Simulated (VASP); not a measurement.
# CoSi (WC type) (P-6m2) in VASP: further runs

Runs on CoSi (WC type). Level: PBE. Tasks: relaxation of cell and atoms.

All numbers are computed with VASP 6.6.1; they aren't measurements. Logs are shortened: lines on timing, memory, paths and dates and some standing lists are left out, and cuts for length are marked.

### Step 1. The cell of the first run

It takes space group P-6m2 (No. 187, hexagonal). The conventional cell has a = 2.396 Å, b = 2.396 Å, c = 3.327 Å, α = 90.00°, β = 90.00°, γ = 120.00°. Co (site symmetry -6m2) has 6 Si at 2.16 Å and 6 Co at 2.40 Å within 2.9 Å. Within 2.9 Å of Si (site symmetry -6m2) lie 6 Co at 2.16 Å and 6 Si at 2.40 Å.

### Step 2. Relaxation of cell and atoms, PBE, target pressure 120 GPa, at which the enthalpy is minimised

The input, INCAR:

```
SYSTEM = CoSi
PREC = Accurate ; ENCUT = 600
EDIFF = 1E-6 ; ISMEAR = -1
SIGMA = 0.1 ; LREAL = .False.
LASPH = .True. ; NELM = 100
ALGO = Normal ; ISIF = 3
LWAVE = .False. ; LCHARG = .False.
GGA = PE ; IBRION = 2
NSW = 32 ; EDIFFG = -0.005
PSTRESS = 1200.0
```

The input, KPOINTS:

```
regular mesh
0
Gamma
  16 16 15
  0 0 0
```

The input, POSCAR:

```
CoSi
1.0
    2.3962589097      0.0000000000      0.0000000000
   -1.1981294548      2.0752210898      0.0000000000
    0.0000000000      0.0000000000      3.3267798050
Co Si
1 1
Direct
    0.0000000000      0.0000000000      0.0000000000
    0.3333333333      0.6666666667      0.5000000000
```

Potentials or basis: VASP PAW PBE potentials, release 64 (Co, Si).

Command:

```sh
$ cat potpaw_PBE.64/Co/POTCAR potpaw_PBE.64/Si/POTCAR > POTCAR
$ mpirun -np 1 vasp_std > vasp.out
```

OUTCAR:

```text
SYSTEM = CoSi
   PREC = Accurate
   ENCUT = 600
   EDIFF = 1E-6
   ISMEAR = -1
   LREAL = .False.
   LASPH = .True.
   NELM = 100
   ISIF = 3
   GGA = PE
   IBRION = 2
   NSW = 32
   EDIFFG = -0.005
   PSTRESS = 1200.0

 ion  position               nearest neighbor table
   1  0.000  0.000  0.000-   2 2.16   2 2.16   2 2.16   2 2.16   2 2.16   2 2.16
   2  0.333  0.667  0.500-   1 2.16   1 2.16   1 2.16   1 2.16   1 2.16   1 2.16

  LATTYP: Found a hexagonal cell.
 ALAT       =     2.3962589097
 C/A-ratio  =     1.3883223518

  Lattice vectors:

 A1 = (   2.3962589097,   0.0000000000,   0.0000000000)
 A2 = (  -1.1981294548,   2.0752210898,   0.0000000000)
 A3 = (   0.0000000000,   0.0000000000,   3.3267798050)

Analysis of symmetry for initial positions (statically):
=====================================================================
 Subroutine PRICEL returns:
 Original cell was already a primitive cell.

 Routine SETGRP: Setting up the symmetry group for a
 hexagonal supercell.

 Subroutine GETGRP returns: Found 12 space group operations
 (whereof 12 operations were pure point group operations)
 out of a pool of 24 trial point group operations.

The static configuration has the point symmetry D_3h.

Analysis of symmetry for dynamics (positions and initial velocities):
=====================================================================
 Subroutine PRICEL returns:
 Original cell was already a primitive cell.

 Routine SETGRP: Setting up the symmetry group for a
 hexagonal supercell.

 Subroutine GETGRP returns: Found 12 space group operations
 (whereof 12 operations were pure point group operations)
 out of a pool of 24 trial point group operations.

The dynamic configuration has the point symmetry D_3h.

 Subroutine INISYM returns: Found 12 space group operations
 (whereof 12 operations are pure point group operations),
 and found     1 'primitive' translations

----------------------------------------------------------------------------------------

                                     Primitive cell

  volume of cell :      16.5433

  direct lattice vectors                    reciprocal lattice vectors
     2.396258910  0.000000000  0.000000000     0.417317176  0.240938184  0.000000000
    -1.198129455  2.075221090  0.000000000     0.000000000  0.481876367  0.000000000
     0.000000000  0.000000000  3.326779805     0.000000000  0.000000000  0.300590979

  length of vectors
     2.396258910  2.396258910  3.326779805     0.481876367  0.481876367  0.300590979

  position of ions in fractional coordinates (direct lattice)
     0.000000000  0.000000000  0.000000000
     0.333333333  0.666666667  0.500000000

  ion indices of the primitive-cell ions
   primitive index   ion index
                 1           1
                 2           2

----------------------------------------------------------------------------------------

 KPOINTS: regular mesh

Automatic generation of k-mesh.
 Grid dimensions read from file:
 generate k-points for:   16   16   15

 Generating k-lattice:

  Cartesian coordinates                     Fractional coordinates (reciprocal lattice)
     0.026082323  0.015058636  0.000000000     0.062500000  0.000000000  0.000000000
     0.000000000  0.030117273  0.000000000     0.000000000  0.062500000  0.000000000
     0.000000000  0.000000000  0.020039399     0.000000000  0.000000000  0.066666667

  Length of vectors
     0.030117273  0.030117273  0.020039399

  Shift w.r.t. Gamma in fractional coordinates (k-lattice)
     0.000000000  0.000000000  0.000000000

 Subroutine IBZKPT returns following result:
 ===========================================

 Found    240 irreducible k-points:

 Following reciprocal coordinates:
            Coordinates               Weight
  0.000000  0.000000  0.000000      1.000000
  0.062500 -0.000000  0.000000      6.000000
  0.125000 -0.000000  0.000000      6.000000
  0.187500 -0.000000  0.000000      6.000000
  0.250000 -0.000000  0.000000      6.000000
  0.312500 -0.000000  0.000000      6.000000
[... 16 lines left out ...]
  0.187500  0.187500  0.000000      6.000000
  0.250000  0.187500  0.000000     12.000000
 [... further k-points ...]
   k-points           NKPTS =    240   k-points in BZ     NKDIM =    240   number of bands    NBANDS=     10
   number of dos      NEDOS =    301   number of ions     NIONS =      2
   total plane-waves  NPLWV =  11200
   dimension x,y,z NGX =    20 NGY =   20 NGZ =   28
   dimension x,y,z NGXF=    40 NGYF=   40 NGZF=   56
   ions per type =               1   1
   NGX,Y,Z   is equivalent  to a cutoff of  13.88, 13.88, 13.99 a.u.
   NGXF,Y,Z  is equivalent  to a cutoff of  27.75, 27.75, 27.98 a.u.
 SYSTEM =  CoSi
   PREC   = accura    normal or accurate (medium, high low for compatibility)
   ISTART =      0    job   : 0-new  1-cont  2-samecut
   ICHARG =      2    charge: 1-file 2-atom 10-const
   ISPIN  =      1    spin polarized calculation?
   LNONCOLLINEAR =      F non collinear calculations
   LSORBIT =      F    spin-orbit coupling
   LASPH  =      T    aspherical Exc in radial PAW
   ENCUT  =  600.0 eV  44.10 Ry    6.64 a.u.   4.79  4.79  6.64*2*pi/ulx,y,z
   NELM   =    100;   NELMIN=  2; NELMDL= -5     # of ELM steps
   EDIFF  = 0.1E-05   stopping-criterion for ELM
   LREAL  =      F    real-space projection
   EDIFFG = -.5E-02   stopping-criterion for IOM
   NSW    =     32    number of steps for IOM
   IBRION =      2    ionic relax: 0-MD 1-quasi-New 2-CG
   NFREE  =      1    steps in history (QN), initial steepest desc. (CG)
   ISIF   =      3    stress and relaxation
   ISYM   =      2    0-nonsym 1-usesym 2-fastsym
   POTIM  = 0.5000    time-step for ionic-motion
   TEBEG  =    0.0;   TEEND  =   0.0 temperature during run
   PSTRESS= 1200.0 pullay stress
   NELECT =      13.0000    total number of electrons
   NUPDOWN=      -1.0000    fix difference up-down
   EMIN   =  10.00;   EMAX   =-10.00  energy-range for DOS
   EFERMI =   0.00;   METHOD = LEGACY
   ISMEAR =    -1;   SIGMA  =   0.10  broadening in eV -4-tet -1-fermi 0-gaus
   EFERMI_NEDOS =   21; number of points for ismear=-14 and -15
   IALGO  =     38    algorithm
   IMIX   =      4    mixing-type and parameters
     AMIX     =   0.40;   BMIX     =  1.00
     AMIX_MAG =   1.60;   BMIX_MAG =  1.00
  volume/ion in A,a.u.               =       8.27        55.82
  Fermi-wavevector in a.u.,A,eV,Ry     =   1.510713  2.854833 31.051937  2.282253
  Thomas-Fermi vector in A             =   2.620866
   LORBIT       =      0    0 simple, 1 ext, 2 COOP (PROOUT), +10 PAW based schemes
   GGA     = PE    functional components
   LHFCALC =     F    Hartree Fock is set to
   AEXX    =    0.0000 exact exchange contribution
   IVDW    =     0    specifies the selected vdW correction
   LEPSILON=     F    determine dielectric tensor
   LRPA    =     F    only Hartree local field effects (RPA)
 conjugate gradient relaxation of ions
 non-spin polarized calculation
  energy-cutoff  :      600.00
  volume of cell :       16.54
 maximum number of plane-waves:       565
 NGX is ok and might be reduce to    20
   NGX =  9   NGY =  9   NGZ = 13

--------------------------------------- Ionic step        1  -------------------------------------------

 number of electron      13.0000001 magnetization

 Free energy of the ion-electron system (eV)
  ---------------------------------------------------
  ext. energy  EPLUGINS =         0.00000000
  ---------------------------------------------------
  free energy    TOTEN  =       -11.53542307 eV

  energy without entropy =      -11.49764445  energy(sigma->0) =      -11.51653376

------------------------ aborting loop because EDIFF is reached ----------------------------------------

  FORCE on cell =-STRESS in cart. coord.  units (eV):
  Direction    XX          YY          ZZ          XY          YZ          ZX
  --------------------------------------------------------------------------------------
  -------------------------------------------------------------------------------------
  Total       12.3826191     12.3826191     12.4817248      0.0000000      0.0000000      0.0000000
  in kB     1199.2257023   1199.2257023   1208.8238427      0.0000000      0.0000000      0.0000000
  external PRESSURE =       2.4250824 kB  Pullay stress =    1200.0000000 kB

 VOLUME and BASIS-vectors are now :
 -----------------------------------------------------------------------------
  energy-cutoff  :      600.00
  volume of cell :       16.54
      direct lattice vectors                 reciprocal lattice vectors
     2.396258910  0.000000000  0.000000000     0.417317176  0.240938184  0.000000000
    -1.198129455  2.075221090  0.000000000     0.000000000  0.481876367  0.000000000
     0.000000000  0.000000000  3.326779805     0.000000000  0.000000000  0.300590979
[... 122 lines left out ...]
  FREE ENERGIE OF THE ION-ELECTRON SYSTEM (eV)
  ---------------------------------------------------
  free  energy   TOTEN  =       -11.5282964251 eV

  energy  without entropy=      -11.4902874242  energy(sigma->0) =      -11.50929192

  enthalpy is  TOTEN    =         0.8551589286 eV   P V=       12.3834553538

--------------------------------------- Ionic step        5  -------------------------------------------

 number of electron      13.0000001 magnetization

 Free energy of the ion-electron system (eV)
  ---------------------------------------------------
  ext. energy  EPLUGINS =         0.00000000
  ---------------------------------------------------
  free energy    TOTEN  =       -11.53640937 eV

  energy without entropy =      -11.49846125  energy(sigma->0) =      -11.51743531

 E-fermi :  17.2498     XC(G=0): -14.3190

 val. band max:       17.2411599378   @ k =   0.4375   0.1250   0.2667
 cond. band min:      17.2546504248   @ k =   0.3125   0.1250   0.4667
 fundamental gap:      0.0134904871
 Fermi energy:        17.2497796333

 k-point     1 :       0.0000    0.0000    0.0000
  band No.  band energies     occupation
      1       0.3420      2.00000
      2      11.0143      2.00000
      3      12.8968      2.00000
      4      14.5866      2.00000
      5      14.5866      2.00000
      6      15.7132      2.00000
      7      15.7132      2.00000
      8      21.2295      0.00000
      9      30.1934      0.00000
     10      30.1934      0.00000

 k-point     2 :       0.0625   -0.0000    0.0000
  band No.  band energies     occupation
      1       0.4765      2.00000
      2      11.1102      2.00000
      3      12.7732      2.00000
      4      14.4873      2.00000
      5      14.6693      2.00000
      6      15.6843      2.00000
      7      15.9247      2.00000
      8      21.2483      0.00000
      9      28.6273      0.00000
     10      29.3640      0.00000
[... 274 lines left out ...]
 k-point    24 :       0.2500    0.1875    0.0000
  band No.  band energies     occupation
      1       5.0240      2.00000
      2      11.7249      2.00000
      3      11.8581      2.00000
      4      12.4893      2.00000
      5      14.4197      2.00000
      6      16.3953      1.99961
      7      18.9144      0.00000
      8      20.1157      0.00000
      9      20.6522      0.00000
     10      24.2248      0.00000

 [... further k-points ...]

------------------------ aborting loop because EDIFF is reached ----------------------------------------

  FORCE on cell =-STRESS in cart. coord.  units (eV):
  Direction    XX          YY          ZZ          XY          YZ          ZX
  --------------------------------------------------------------------------------------
  -------------------------------------------------------------------------------------
  Total       12.3940743     12.3940743     12.3949700      0.0000000     -0.0000000      0.0000000
  in kB     1200.2451480   1200.2451479   1200.3318858      0.0000000     -0.0000000      0.0000000
  external PRESSURE =       0.2740606 kB  Pullay stress =    1200.0000000 kB

 VOLUME and BASIS-vectors are now :
 -----------------------------------------------------------------------------
  energy-cutoff  :      600.00
  volume of cell :       16.54
      direct lattice vectors                 reciprocal lattice vectors
     2.394970659  0.000000000  0.000000000     0.417541650  0.241067784  0.000000000
    -1.197485329  2.074105432  0.000000000    -0.000000000  0.482135568  0.000000000
     0.000000000  0.000000000  3.330609327     0.000000000 -0.000000000  0.300245361

 POSITION                                       TOTAL-FORCE (eV/Angst)
 -----------------------------------------------------------------------------------
      0.00000      0.00000      0.00000        -0.000000     -0.000000      0.000000
     -0.00000      1.38274      1.66530         0.000000      0.000000      0.000000
 -----------------------------------------------------------------------------------
    total drift:                                0.000000     -0.000000      0.000000

  FREE ENERGIE OF THE ION-ELECTRON SYSTEM (eV)
  ---------------------------------------------------
  free  energy   TOTEN  =       -11.5364093711 eV

  energy  without entropy=      -11.4984612474  energy(sigma->0) =      -11.51743531

  enthalpy is  TOTEN    =         0.8551334926 eV   P V=       12.3915428637

 reached required accuracy - stopping structural energy minimisation
```

Wall time 2.8 min (1 thread of Intel Xeon 8259CL, shared host); peak memory 0.19 GiB.

What came out:

```yaml
Free_energy: -11.5364 eV
Energy_change_on_relaxing_the_run_minimises_the_enthalpy: -0.5 meV/atom
Ionic_steps: 5
Pressure_after_relaxing: 120.0 GPa
Band_gap_on_the_k_mesh: zero (an odd number of electrons rules out a gap without spin polarisation)
```

Step by step:
```csv
step,energy change (eV),largest force (eV/Å),pressure (GPa),volume (Å³)
1,0.0000,0.0000,120.24,16.54
2,-0.0224,0.0000,118.85,16.57
3,-0.0085,0.0000,119.71,16.55
4,0.0071,0.0000,120.48,16.53
5,-0.0010,0.0000,120.03,16.54
```

Final structure:
```cif
data_structure
_symmetry_space_group_name_H-M 'P 1'
_symmetry_Int_Tables_number 1
_cell_length_a 2.3950
_cell_length_b 2.3950
_cell_length_c 3.3306
_cell_angle_alpha 90.000
_cell_angle_beta 90.000
_cell_angle_gamma 120.000
_cell_volume 16.54
loop_
_atom_site_label
_atom_site_type_symbol
_atom_site_fract_x
_atom_site_fract_y
_atom_site_fract_z
_atom_site_occupancy
Co1 Co 0.00000 0.00000 0.00000 1
Si1 Si 0.33333 0.66667 0.50000 1
```

Levels at points of the mesh, in eV from the Fermi level:
```
           k point  band 5  band 6  band 7  band 8  band 9  band 10
(0.00, 0.00, 0.00)   -2.66   -1.54   -1.54    3.98   12.94    12.94
(0.50, 0.00, 0.00)   -2.26    0.03    1.18    3.83    6.02     6.49
```

Caveat: the cell is relaxed towards a set pressure, so the run minimises the enthalpy, not the energy; an odd number of electrons without spin polarisation forces a metal; a magnetic or distorted state may lie lower. Spin polarisation is off, so any magnetic state and its effect on volume and gap are missing.

(Continued in part 2 of 2.)
